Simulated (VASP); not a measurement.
# Y (Im-3m) in VASP: further runs

Y is run at these levels: PBE; tasks: single point.

Everything below comes from runs of VASP 6.6.1. Logs are shortened: lines on timing, memory, paths and dates and some standing lists are left out, and cuts for length are marked.

### 1 The cell of the first run

Symmetry: Im-3m, No. 229, cubic system. The conventional cell has a = 3.815 Å, b = 3.815 Å, c = 3.815 Å, α = 90.00°, β = 90.00°, γ = 90.00°. Y (site symmetry m-3m) has 14 Y at 3.30 to 3.82 Å within 4.3 Å.

### 2 Single point, PBE (volume scaled by 0.84)

The input, INCAR:

```
PREC = Accurate ; ENCUT = 520
EDIFF = 1E-6 ; ISMEAR = -1
SIGMA = 0.08 ; LREAL = F
LASPH = T ; NELM = 100
ALGO = Normal ; ISIF = 2
LWAVE = F ; LCHARG = F
GGA = PE ; NBANDS = 12
```

The input, KPOINTS:

```
Automatic mesh
0
Gamma
  13 13 13
```

The input, POSCAR:

```
Y
1.0
   -1.9075556370      1.9075556370      1.9075556370
    1.9075556370     -1.9075556370      1.9075556370
    1.9075556370      1.9075556370     -1.9075556370
Y
1
Direct
    0.0000000000      0.0000000000      0.0000000000
```

Potentials or basis: VASP PAW PBE potentials, release 64 (Y_sv).

The run is started by

```sh
cat potpaw_PBE.64/Y_sv/POTCAR > POTCAR
mpirun -np 1 vasp_std > vasp.out
```

OUTCAR:

```text
PREC = Accurate
   ENCUT = 520
   EDIFF = 1E-6
   ISMEAR = -1
   LREAL = F
   LASPH = T
   NELM = 100
   ISIF = 2
   GGA = PE

 ion  position               nearest neighbor table
   1  0.000  0.000  0.000-

  LATTYP: Found a body centered cubic cell.
 ALAT       =     3.8151112740

  Lattice vectors:

 A1 = (  -1.9075556370,   1.9075556370,   1.9075556370)
 A2 = (   1.9075556370,  -1.9075556370,   1.9075556370)
 A3 = (   1.9075556370,   1.9075556370,  -1.9075556370)

Analysis of symmetry for initial positions (statically):
=====================================================================
 Subroutine PRICEL returns:
 Original cell was already a primitive cell.

 Routine SETGRP: Setting up the symmetry group for a
 body centered cubic supercell.

 Subroutine GETGRP returns: Found 48 space group operations
 (whereof 48 operations were pure point group operations)
 out of a pool of 48 trial point group operations.

The static configuration has the point symmetry O_h .

Analysis of symmetry for dynamics (positions and initial velocities):
=====================================================================
 Subroutine PRICEL returns:
 Original cell was already a primitive cell.

 Routine SETGRP: Setting up the symmetry group for a
 body centered cubic supercell.

 Subroutine GETGRP returns: Found 48 space group operations
 (whereof 48 operations were pure point group operations)
 out of a pool of 48 trial point group operations.

The dynamic configuration has the point symmetry O_h .

 Subroutine INISYM returns: Found 48 space group operations
 (whereof 48 operations are pure point group operations),
 and found     1 'primitive' translations

----------------------------------------------------------------------------------------

                                     Primitive cell

  volume of cell :      27.7646

  direct lattice vectors                    reciprocal lattice vectors
    -1.907555637  1.907555637  1.907555637     0.000000000  0.262115553  0.262115553
     1.907555637 -1.907555637  1.907555637     0.262115553  0.000000000  0.262115553
     1.907555637  1.907555637 -1.907555637     0.262115553  0.262115553  0.000000000

  length of vectors
     3.303983282  3.303983282  3.303983282     0.370687369  0.370687369  0.370687369

  position of ions in fractional coordinates (direct lattice)
     0.000000000  0.000000000  0.000000000

  ion indices of the primitive-cell ions
   primitive index   ion index
                 1           1

----------------------------------------------------------------------------------------

 KPOINTS: Automatic mesh

Automatic generation of k-mesh.
 Grid dimensions read from file:
 generate k-points for:   13   13   13

 Generating k-lattice:

  Cartesian coordinates                     Fractional coordinates (reciprocal lattice)
     0.000000000  0.020162735  0.020162735     0.076923077  0.000000000  0.000000000
     0.020162735  0.000000000  0.020162735     0.000000000  0.076923077  0.000000000
     0.020162735  0.020162735  0.000000000     0.000000000  0.000000000  0.076923077

  Length of vectors
     0.028514413  0.028514413  0.028514413

  Shift w.r.t. Gamma in fractional coordinates (k-lattice)
     0.000000000  0.000000000  0.000000000

 Subroutine IBZKPT returns following result:
 ===========================================

 Found     84 irreducible k-points:

 Following reciprocal coordinates:
            Coordinates               Weight
  0.000000  0.000000  0.000000      1.000000
  0.076923  0.000000  0.000000     12.000000
  0.153846  0.000000  0.000000     12.000000
  0.230769  0.000000  0.000000     12.000000
  0.307692  0.000000  0.000000     12.000000
  0.384615  0.000000  0.000000     12.000000
[... 16 lines left out ...]
  0.153846  0.076923  0.076923     24.000000
  0.230769  0.076923  0.076923     24.000000
 [... further k-points ...]
   k-points           NKPTS =     84   k-points in BZ     NKDIM =     84   number of bands    NBANDS=     12
   number of dos      NEDOS =    301   number of ions     NIONS =      1
   total plane-waves  NPLWV =  21952
   dimension x,y,z NGX =    28 NGY =   28 NGZ =   28
   dimension x,y,z NGXF=    56 NGYF=   56 NGZF=   56
   ions per type =               1
   NGX,Y,Z   is equivalent  to a cutoff of  14.09, 14.09, 14.09 a.u.
   NGXF,Y,Z  is equivalent  to a cutoff of  28.18, 28.18, 28.18 a.u.
 SYSTEM =  unknown system
   PREC   = accura    normal or accurate (medium, high low for compatibility)
   ISTART =      0    job   : 0-new  1-cont  2-samecut
   ICHARG =      2    charge: 1-file 2-atom 10-const
   ISPIN  =      1    spin polarized calculation?
   LNONCOLLINEAR =      F non collinear calculations
   LSORBIT =      F    spin-orbit coupling
   LASPH  =      T    aspherical Exc in radial PAW
   ENCUT  =  520.0 eV  38.22 Ry    6.18 a.u.   6.14  6.14  6.14*2*pi/ulx,y,z
   NELM   =    100;   NELMIN=  2; NELMDL= -5     # of ELM steps
   EDIFF  = 0.1E-05   stopping-criterion for ELM
   LREAL  =      F    real-space projection
   EDIFFG = 0.1E-04   stopping-criterion for IOM
   NSW    =      0    number of steps for IOM
   IBRION =     -1    ionic relax: 0-MD 1-quasi-New 2-CG
   NFREE  =      0    steps in history (QN), initial steepest desc. (CG)
   ISIF   =      2    stress and relaxation
   ISYM   =      2    0-nonsym 1-usesym 2-fastsym
   POTIM  = 0.5000    time-step for ionic-motion
   TEBEG  =    0.0;   TEEND  =   0.0 temperature during run
   PSTRESS=    0.0 pullay stress
   NELECT =      11.0000    total number of electrons
   NUPDOWN=      -1.0000    fix difference up-down
   EMIN   =  10.00;   EMAX   =-10.00  energy-range for DOS
   EFERMI =   0.00;   METHOD = LEGACY
   ISMEAR =    -1;   SIGMA  =   0.08  broadening in eV -4-tet -1-fermi 0-gaus
   EFERMI_NEDOS =   21; number of points for ismear=-14 and -15
   IALGO  =     38    algorithm
   IMIX   =      4    mixing-type and parameters
     AMIX     =   0.40;   BMIX     =  1.00
     AMIX_MAG =   1.60;   BMIX_MAG =  1.00
  volume/ion in A,a.u.               =      27.76       187.36
  Fermi-wavevector in a.u.,A,eV,Ry     =   1.202380  2.272169 19.670192  1.445718
  Thomas-Fermi vector in A             =   2.338163
   LORBIT       =      0    0 simple, 1 ext, 2 COOP (PROOUT), +10 PAW based schemes
   GGA     = PE    functional components
   LHFCALC =     F    Hartree Fock is set to
   AEXX    =    0.0000 exact exchange contribution
   IVDW    =     0    specifies the selected vdW correction
   LEPSILON=     F    determine dielectric tensor
   LRPA    =     F    only Hartree local field effects (RPA)
 non-spin polarized calculation
  energy-cutoff  :      520.00
  volume of cell :       27.76
 maximum number of plane-waves:       767
 NGX is ok and might be reduce to    28
   NGX = 13   NGY = 13   NGZ = 13

 number of electron      11.0000000 magnetization

 Free energy of the ion-electron system (eV)
  ---------------------------------------------------
  ext. energy  EPLUGINS =         0.00000000
  ---------------------------------------------------
  free energy    TOTEN  =        -6.21174502 eV

  energy without entropy =       -6.16501122  energy(sigma->0) =       -6.18837812

 E-fermi :   4.0013     XC(G=0): -10.0967

 val. band max:        3.9931049731   @ k =   0.2308   0.1538   0.1538
 cond. band min:       4.0095859897   @ k =   0.2308   0.2308   0.1538
 fundamental gap:      0.0164810166
 Fermi energy:         4.0013187365

 k-point     1 :       0.0000    0.0000    0.0000
  band No.  band energies     occupation
      1     -38.4614      2.00000
      2     -17.9950      2.00000
      3     -17.9950      2.00000
      4     -17.9950      2.00000
      5      -1.0391      2.00000
      6       5.8587      0.00000
      7       5.8587      0.00000
      8       5.8587      0.00000
      9       8.1308      0.00000
     10       8.1308      0.00000
     11      14.8880      0.00000
     12      14.8880      0.00000

 k-point     2 :       0.0769    0.0000    0.0000
  band No.  band energies     occupation
      1     -38.4536      2.00000
      2     -18.0537      2.00000
      3     -18.0124      2.00000
      4     -17.9956      2.00000
      5      -0.8520      2.00000
      6       5.7166      0.00000
      7       5.7924      0.00000
      8       6.0410      0.00000
      9       7.9057      0.00000
     10       8.1225      0.00000
     11      15.0750      0.00000
     12      15.2409      0.00000

 k-point     3 :       0.1538    0.0000    0.0000
  band No.  band energies     occupation
      1     -38.4321      2.00000
      2     -18.2127      2.00000
      3     -18.0601      2.00000
      4     -17.9970      2.00000
      5      -0.3272      2.00000
      6       5.3595      0.00000
      7       5.4993      0.00000
      8       6.5778      0.00000
      9       7.6256      0.00000
     10       8.1263      0.00000
     11      15.4537      0.00000
     12      16.2256      0.00000
[... 286 lines left out ...]
 k-point    23 :       0.1538    0.0769    0.0769
  band No.  band energies     occupation
      1     -38.3918      2.00000
      2     -18.4987      2.00000
      3     -18.1074      2.00000
      4     -18.0421      2.00000
      5       0.7297      2.00000
      6       4.6875      0.00038
      7       4.6932      0.00035
      8       7.8628      0.00000
      9       8.0901      0.00000
     10       8.2073      0.00000
     11      15.8514      0.00000
     12      16.7330      0.00000

 k-point    24 :       0.2308    0.0769    0.0769
  band No.  band energies     occupation
      1     -38.3623      2.00000
      2     -18.6697      2.00000
      3     -18.1972      2.00000
      4     -18.0488      2.00000
      5       1.4961      2.00000
      6       4.3368      0.02973
      7       4.4030      0.01312
      8       8.0427      0.00000
      9       8.4691      0.00000
     10       9.2190      0.00000
     11      14.9206      0.00000
     12      15.5921      0.00000

 [... further k-points ...]

------------------------ aborting loop because EDIFF is reached ----------------------------------------

  FORCE on cell =-STRESS in cart. coord.  units (eV):
  Direction    XX          YY          ZZ          XY          YZ          ZX
  --------------------------------------------------------------------------------------
  -------------------------------------------------------------------------------------
  Total        1.4740192      1.4740192      1.4740192      0.0000000      0.0000000     -0.0000000
  in kB       85.0593549     85.0593549     85.0593549      0.0000000      0.0000000     -0.0000000
  external PRESSURE =      85.0593549 kB  Pullay stress =       0.0000000 kB

 VOLUME and BASIS-vectors are now :
 -----------------------------------------------------------------------------
  energy-cutoff  :      520.00
  volume of cell :       27.76
      direct lattice vectors                 reciprocal lattice vectors
    -1.907555637  1.907555637  1.907555637     0.000000000  0.262115553  0.262115553
     1.907555637 -1.907555637  1.907555637     0.262115553  0.000000000  0.262115553
     1.907555637  1.907555637 -1.907555637     0.262115553  0.262115553  0.000000000

 POSITION                                       TOTAL-FORCE (eV/Angst)
 -----------------------------------------------------------------------------------
      0.00000      0.00000      0.00000         0.000000      0.000000      0.000000
 -----------------------------------------------------------------------------------
    total drift:                                0.000000     -0.000000      0.000000

  FREE ENERGIE OF THE ION-ELECTRON SYSTEM (eV)
  ---------------------------------------------------
  free  energy   TOTEN  =        -6.2117450155 eV

  energy  without entropy=       -6.1650112235  energy(sigma->0) =       -6.18837812
```

Run time: 41 s. Hardware: 1 thread of AMD EPYC 7R43 (Zen 3), shared host; peak memory 0.16 GiB.

What came out:

| Quantity | Value |
| --- | --- |
| Free energy | -6.2117 eV |
| Pressure | 8.5 GPa |

(Continued in part 2 of 3.)
